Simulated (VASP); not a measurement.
# HgTe (I-4m2) in VASP: a series of runs

The runs below take HgTe through single point, with PBE.

All numbers are computed with VASP 6.6.1; they aren't measurements. Logs are shortened: lines on timing, memory, paths and dates and some standing lists are left out, and cuts for length are marked.

### 1 The cell of the first run

The structure is tetragonal, space group I-4m2 (No. 119). The conventional cell has a = 6.050 Å, b = 6.050 Å, c = 3.098 Å, α = 90.00°, β = 90.00°, γ = 90.00°. Within 4.1 Å of Hg (site symmetry -4m2) lie 2 Hg at 3.10 Å and 8 Te at 3.12 to 3.81 Å. Te (site symmetry -4m2) has 2 Te at 3.10 Å and 8 Hg at 3.12 to 3.81 Å within 4.1 Å.

### 2 Single point, PBE (28.35 Å³/atom)

File INCAR:

```
SYSTEM = HgTe
ALGO = Normal ; EDIFF = 1E-6
ENCUT = 520 ; GGA = PE
ISIF = 2 ; ISMEAR = -1
LASPH = .True. ; LCHARG = .True.
LELF = .True. ; LREAL = .False.
LVHAR = .True. ; LWAVE = .False.
NBANDS = 16 ; NELM = 80
PREC = Accurate ; SIGMA = 0.05
```

File KPOINTS:

```
k-points
0
Gamma
  10 10 10
  0 0 0
```

File POSCAR:

```
HgTe
1.0
   -3.0251620955      3.0251620955      1.5489438457
    3.0251620955     -3.0251620955      1.5489438457
    3.0251620955      3.0251620955     -1.5489438457
Hg Te
1 1
Direct
    0.7500000000      0.2500000000      0.5000000000
    0.0000000000      0.0000000000      0.0000000000
```

Potentials or basis: VASP PAW PBE potentials, release 64 (Hg, Te).

Started as:

```console
> cat potpaw_PBE.64/Hg/POTCAR potpaw_PBE.64/Te/POTCAR > POTCAR
> mpirun -np 1 vasp_std > vasp.out
```

OUTCAR:

```text
SYSTEM = HgTe
   EDIFF = 1E-6
   ENCUT = 520
   GGA = PE
   ISIF = 2
   ISMEAR = -1
   LASPH = .True.
   LREAL = .False.
   NELM = 80
   PREC = Accurate

 ion  position               nearest neighbor table
   1  0.750  0.250  0.500-   2 3.12   2 3.12   2 3.12   2 3.12
   2  0.000  0.000  0.000-   1 3.12   1 3.12   1 3.12   1 3.12

  LATTYP: Found a body centered tetragonal cell.
 ALAT       =     6.0503241910
 C/A-ratio  =     0.5120201156

  Lattice vectors:

 A1 = (  -3.0251620955,   3.0251620955,   1.5489438457)
 A2 = (   3.0251620955,  -3.0251620955,   1.5489438457)
 A3 = (   3.0251620955,   3.0251620955,  -1.5489438457)

Analysis of symmetry for initial positions (statically):
=====================================================================
 Subroutine PRICEL returns:
 Original cell was already a primitive cell.

 Routine SETGRP: Setting up the symmetry group for a
 body centered tetragonal supercell.

 Subroutine GETGRP returns: Found  8 space group operations
 (whereof  8 operations were pure point group operations)
 out of a pool of 16 trial point group operations.

The static configuration has the point symmetry D_2d.

Analysis of symmetry for dynamics (positions and initial velocities):
=====================================================================
 Subroutine PRICEL returns:
 Original cell was already a primitive cell.

 Routine SETGRP: Setting up the symmetry group for a
 body centered tetragonal supercell.

 Subroutine GETGRP returns: Found  8 space group operations
 (whereof  8 operations were pure point group operations)
 out of a pool of 16 trial point group operations.

The dynamic configuration has the point symmetry D_2d.

 Subroutine INISYM returns: Found  8 space group operations
 (whereof  8 operations are pure point group operations),
 and found     1 'primitive' translations

----------------------------------------------------------------------------------------

                                     Primitive cell

  volume of cell :      56.7013

  direct lattice vectors                    reciprocal lattice vectors
    -3.025162095  3.025162095  1.548943846     0.000000000  0.165280400  0.322800598
     3.025162095 -3.025162095  1.548943846     0.165280400  0.000000000  0.322800598
     3.025162095  3.025162095 -1.548943846     0.165280400  0.165280400  0.000000000

  length of vectors
     4.549993236  4.549993236  4.549993236     0.362653880  0.362653880  0.233741783

  position of ions in fractional coordinates (direct lattice)
     0.750000000  0.250000000  0.500000000
     0.000000000  0.000000000  0.000000000

  ion indices of the primitive-cell ions
   primitive index   ion index
                 1           1
                 2           2

----------------------------------------------------------------------------------------

 KPOINTS: k-points

Automatic generation of k-mesh.
 Grid dimensions read from file:
 generate k-points for:   10   10   10

 Generating k-lattice:

  Cartesian coordinates                     Fractional coordinates (reciprocal lattice)
     0.000000000  0.016528040  0.032280060     0.100000000  0.000000000 -0.000000000
     0.016528040  0.000000000  0.032280060     0.000000000  0.100000000 -0.000000000
     0.016528040  0.016528040  0.000000000     0.000000000  0.000000000  0.100000000

  Length of vectors
     0.036265388  0.036265388  0.023374178

  Shift w.r.t. Gamma in fractional coordinates (k-lattice)
     0.000000000  0.000000000  0.000000000

 Subroutine IBZKPT returns following result:
 ===========================================

 Found    102 irreducible k-points:

 Following reciprocal coordinates:
            Coordinates               Weight
  0.000000  0.000000  0.000000      1.000000
  0.100000  0.000000 -0.000000      8.000000
  0.200000  0.000000 -0.000000      8.000000
  0.300000  0.000000  0.000000      8.000000
  0.400000  0.000000 -0.000000      8.000000
  0.500000  0.000000  0.000000      4.000000
[... 16 lines left out ...]
  0.300000  0.300000 -0.000000      8.000000
  0.400000  0.300000 -0.000000     16.000000
 [... further k-points ...]
   k-points           NKPTS =    102   k-points in BZ     NKDIM =    102   number of bands    NBANDS=     16
   number of dos      NEDOS =    301   number of ions     NIONS =      2
   total plane-waves  NPLWV =  46656
   dimension x,y,z NGX =    36 NGY =   36 NGZ =   36
   dimension x,y,z NGXF=    72 NGYF=   72 NGZF=   72
   ions per type =               1   1
   NGX,Y,Z   is equivalent  to a cutoff of  13.15, 13.15, 13.15 a.u.
   NGXF,Y,Z  is equivalent  to a cutoff of  26.31, 26.31, 26.31 a.u.
 SYSTEM =  HgTe
   PREC   = accura    normal or accurate (medium, high low for compatibility)
   ISTART =      0    job   : 0-new  1-cont  2-samecut
   ICHARG =      2    charge: 1-file 2-atom 10-const
   ISPIN  =      1    spin polarized calculation?
   LNONCOLLINEAR =      F non collinear calculations
   LSORBIT =      F    spin-orbit coupling
   LASPH  =      T    aspherical Exc in radial PAW
   ENCUT  =  520.0 eV  38.22 Ry    6.18 a.u.   8.46  8.46  8.46*2*pi/ulx,y,z
   NELM   =     80;   NELMIN=  2; NELMDL= -5     # of ELM steps
   EDIFF  = 0.1E-05   stopping-criterion for ELM
   LREAL  =      F    real-space projection
   EDIFFG = 0.1E-04   stopping-criterion for IOM
   NSW    =      0    number of steps for IOM
   IBRION =     -1    ionic relax: 0-MD 1-quasi-New 2-CG
   NFREE  =      0    steps in history (QN), initial steepest desc. (CG)
   ISIF   =      2    stress and relaxation
   ISYM   =      2    0-nonsym 1-usesym 2-fastsym
   POTIM  = 0.5000    time-step for ionic-motion
   TEBEG  =    0.0;   TEEND  =   0.0 temperature during run
   PSTRESS=    0.0 pullay stress
   NELECT =      18.0000    total number of electrons
   NUPDOWN=      -1.0000    fix difference up-down
   EMIN   =  10.00;   EMAX   =-10.00  energy-range for DOS
   EFERMI =   0.00;   METHOD = LEGACY
   ISMEAR =    -1;   SIGMA  =   0.05  broadening in eV -4-tet -1-fermi 0-gaus
   EFERMI_NEDOS =   21; number of points for ismear=-14 and -15
   IALGO  =     38    algorithm
   IMIX   =      4    mixing-type and parameters
     AMIX     =   0.40;   BMIX     =  1.00
     AMIX_MAG =   1.60;   BMIX_MAG =  1.00
  volume/ion in A,a.u.               =      28.35       191.32
  Fermi-wavevector in a.u.,A,eV,Ry     =   1.116781  2.110410 16.969183  1.247200
  Thomas-Fermi vector in A             =   2.253398
   LORBIT       =      0    0 simple, 1 ext, 2 COOP (PROOUT), +10 PAW based schemes
   GGA     = PE    functional components
   LHFCALC =     F    Hartree Fock is set to
   AEXX    =    0.0000 exact exchange contribution
   IVDW    =     0    specifies the selected vdW correction
   LEPSILON=     F    determine dielectric tensor
   LRPA    =     F    only Hartree local field effects (RPA)
 non-spin polarized calculation
  energy-cutoff  :      520.00
  volume of cell :       56.70
 maximum number of plane-waves:      1543
 NGX is ok and might be reduce to    36
   NGX = 17   NGY = 17   NGZ = 17

 number of electron      18.0000000 magnetization

 Free energy of the ion-electron system (eV)
  ---------------------------------------------------
  ext. energy  EPLUGINS =         0.00000000
  ---------------------------------------------------
  free energy    TOTEN  =        -3.24311845 eV

  energy without entropy =       -3.23294828  energy(sigma->0) =       -3.23803337

 E-fermi :   4.6314     XC(G=0):  -9.9247

 val. band max:        4.6198095889   @ k =   0.2000   0.1000   0.0000
 cond. band min:       4.6486908619   @ k =  -0.4000   0.5000   0.1000
 fundamental gap:      0.0288812730
 Fermi energy:         4.6314252009

 k-point     1 :       0.0000    0.0000    0.0000
  band No.  band energies     occupation
      1      -7.9146      2.00000
      2      -2.8949      2.00000
      3      -2.1656      2.00000
      4      -2.0823      2.00000
      5      -1.6404      2.00000
      6      -1.6404      2.00000
[... 8 lines left out ...]
     15      14.7988      0.00000
     16      15.9501      0.00000

 k-point     2 :       0.1000    0.0000   -0.0000
  band No.  band energies     occupation
      1      -7.7515      2.00000
      2      -2.7412      2.00000
      3      -2.1442      2.00000
      4      -2.0952      2.00000
      5      -1.7267      2.00000
      6      -1.7242      2.00000
[... 8 lines left out ...]
     15      15.0286      0.00000
     16      15.1639      0.00000

 k-point     3 :       0.2000    0.0000   -0.0000
  band No.  band energies     occupation
      1      -7.2787      2.00000
      2      -2.3345      2.00000
      3      -2.1268      2.00000
      4      -2.1014      2.00000
      5      -1.9219      2.00000
      6      -1.9107      2.00000
[... 8 lines left out ...]
     15      13.9604      0.00000
     16      14.0984      0.00000

 k-point     4 :       0.3000    0.0000    0.0000
  band No.  band energies     occupation
      1      -6.5600      2.00000
      2      -2.2238      2.00000
      3      -2.1981      2.00000
      4      -2.0692      2.00000
      5      -1.9597      2.00000
      6      -1.8358      2.00000
[... 8 lines left out ...]
     15      12.9136      0.00000
     16      14.8899      0.00000
[... 324 lines left out ...]
 k-point    22 :      -0.2000    0.2000    0.0000
  band No.  band energies     occupation
      1      -7.7498      2.00000
      2      -2.9048      2.00000
      3      -2.2090      2.00000
      4      -2.1693      2.00000
      5      -1.6433      2.00000
      6      -1.6185      2.00000
[... 8 lines left out ...]
     15      16.0871      0.00000
     16      16.9666      0.00000

 k-point    23 :       0.3000    0.3000   -0.0000
  band No.  band energies     occupation
      1      -5.6146      2.00000
      2      -2.4461      2.00000
      3      -2.2937      2.00000
      4      -1.9186      2.00000
      5      -1.8900      2.00000
      6      -1.6904      2.00000
[... 8 lines left out ...]
     15      14.0459      0.00000
     16      14.9678      0.00000

 k-point    24 :       0.4000    0.3000   -0.0000
  band No.  band energies     occupation
      1      -6.2576      2.00000
      2      -2.2819      2.00000
      3      -2.2119      2.00000
      4      -1.9973      2.00000
      5      -1.9139      2.00000
      6      -1.9018      2.00000
[... 8 lines left out ...]
     15      14.6147      0.00000
     16      15.7777      0.00000

 [... further k-points ...]
[... 5 lines left out ...]
  --------------------------------------------------------------------------------------
  -------------------------------------------------------------------------------------
  Total       -0.2470981     -0.2470981      1.4814768      0.0000000      0.0000000      0.0000000
  in kB       -6.9821149     -6.9821149     41.8612756      0.0000000      0.0000000      0.0000000
  external PRESSURE =       9.2990152 kB  Pullay stress =       0.0000000 kB

 VOLUME and BASIS-vectors are now :
 -----------------------------------------------------------------------------
  energy-cutoff  :      520.00
  volume of cell :       56.70
      direct lattice vectors                 reciprocal lattice vectors
    -3.025162095  3.025162095  1.548943846     0.000000000  0.165280400  0.322800598
     3.025162095 -3.025162095  1.548943846     0.165280400  0.000000000  0.322800598
     3.025162095  3.025162095 -1.548943846     0.165280400  0.165280400  0.000000000

 POSITION                                       TOTAL-FORCE (eV/Angst)
 -----------------------------------------------------------------------------------
      0.00000      3.02516      0.77447         0.000000     -0.000000     -0.000000
      0.00000      0.00000      0.00000        -0.000000      0.000000      0.000000
 -----------------------------------------------------------------------------------
    total drift:                               -0.000000      0.000000     -0.000000

  FREE ENERGIE OF THE ION-ELECTRON SYSTEM (eV)
  ---------------------------------------------------
  free  energy   TOTEN  =        -3.2431184481 eV

  energy  without entropy=       -3.2329482825  energy(sigma->0) =       -3.23803337
```

Wall time 2.2 min (1 thread of Intel Xeon 8259CL, shared host); peak memory 0.27 GiB.

Results:

| Property | Result |
| --- | --- |
| Free energy | -3.2431 eV |
| Pressure | 0.9 GPa |
| Band gap on the k mesh | zero (bands 9 and 10 overlap by 3.49 eV) |

Caveat: spin-orbit coupling is left out, which moves the levels of the heavy elements.

### 3 Single point, PBE

This run uses another cell than the first one, of 28.93 Å³/atom.

File INCAR:

```
SYSTEM = HgTe
PREC = Accurate
ENCUT = 520
EDIFF = 1E-6
ISMEAR = -1
SIGMA = 0.05
LREAL = .FALSE.
LASPH = .TRUE.
NELM = 80
ALGO = Normal
ISIF = 2
LWAVE = .FALSE.
LCHARG = .TRUE.
GGA = PE
LELF = .TRUE.
LVHAR = .TRUE.
NBANDS = 16
```

File KPOINTS:

```
Automatic mesh
0
G
  10 10 10
  0 0 0
```

File POSCAR:

```
HgTe
1.0
   -3.0456030000      3.0456030000      1.5594100000
    3.0456030000     -3.0456030000      1.5594100000
    3.0456030000      3.0456030000     -1.5594100000
Hg Te
1 1
Direct
    0.7500000000      0.2500000000      0.5000000000
    0.0000000000      0.0000000000      0.0000000000
```

Potentials or basis: VASP PAW PBE potentials, release 64 (Hg, Te).

Started as:

```console
> cat potpaw_PBE.64/Hg/POTCAR potpaw_PBE.64/Te/POTCAR > POTCAR
> mpirun -np 1 vasp_std > vasp.out
```

Run time: 2.3 min. Hardware: 1 thread of Intel Xeon 8259CL, shared host; peak memory 0.27 GiB.

It converged, with:

- Free energy: -3.2468 eV
- Pressure: 0.0 GPa
- Band gap on the k mesh: zero (bands 9 and 10 overlap by 3.37 eV)

Stress tensor (GPa, compression positive):
```
-1.46  0.00  0.00
 0.00 -1.46  0.00
 0.00  0.00  3.03
```

Levels at points of the mesh, in eV from the Fermi level:
| k point | band 7 | band 8 | band 9 | band 10 | band 11 | band 12 |
| --- | --- | --- | --- | --- | --- | --- |
| (0.00, 0.00, 0.00) | -3.43 | -2.40 | -2.40 | 3.52 | 4.66 | 6.93 |
| (0.50, 0.00, 0.00) | -4.50 | -1.91 | -1.06 | -0.11 | 3.23 | 3.84 |
| (0.50, 0.50, 0.00) | -6.07 | -0.87 | 1.50 | 2.02 | 2.91 | 3.48 |
| (0.50, 0.50, 0.50) | -4.36 | -4.27 | -4.27 | 3.19 | 7.35 | 8.07 |

Caveat: spin-orbit coupling is left out, which moves the levels of the heavy elements.

### 4 Single point, PBE (28.93 Å³/atom)

This run uses another cell than the first one, of 28.93 Å³/atom.

File INCAR:

```
ALGO = Normal
EDIFF = 1E-6
ENCUT = 520
GGA = PE
ISIF = 2
ISMEAR = -1
LASPH = True
LCHARG = True
LELF = True
LREAL = False
LVHAR = True
LWAVE = False
NBANDS = 16
NELM = 100
PREC = Accurate
SIGMA = 0.05
```

File KPOINTS:

```
k-points
0
Gamma
  10 10 10
```

POSCAR is that of step 3.

Started as:

```console
> cat potpaw_PBE.64/Hg/POTCAR potpaw_PBE.64/Te/POTCAR > POTCAR
> mpirun -np 1 vasp_std > vasp.out
```

Run time: 2 min. Hardware: 1 thread of Intel Xeon 8259CL, shared host; peak memory 0.27 GiB.

The run converged. Its results:

- Free energy: -3.2468 eV
- Pressure: 0.0 GPa
- Band gap on the k mesh: zero (bands 9 and 10 overlap by 3.37 eV)

Stress tensor (GPa, compression positive):
```
-1.46  0.00  0.00
 0.00 -1.46  0.00
 0.00  0.00  3.03
```

Levels at points of the mesh, in eV from the Fermi level:
```csv
k point,band 6,band 7,band 8,band 9,band 10,band 11,band 12,band 13
"(0.00, 0.00, 0.00)",-6.22,-3.43,-2.40,-2.40,3.52,4.66,6.93,6.93
"(0.50, 0.00, 0.00)",-6.19,-4.50,-1.91,-1.06,-0.11,3.23,3.84,5.91
"(0.50, 0.50, 0.00)",-6.17,-6.07,-0.87,1.50,2.02,2.91,3.48,8.83
"(0.50, 0.50, 0.50)",-6.15,-4.36,-4.27,-4.27,3.19,7.35,8.07,8.07
```

Caveat: spin-orbit coupling is left out, which moves the levels of the heavy elements.
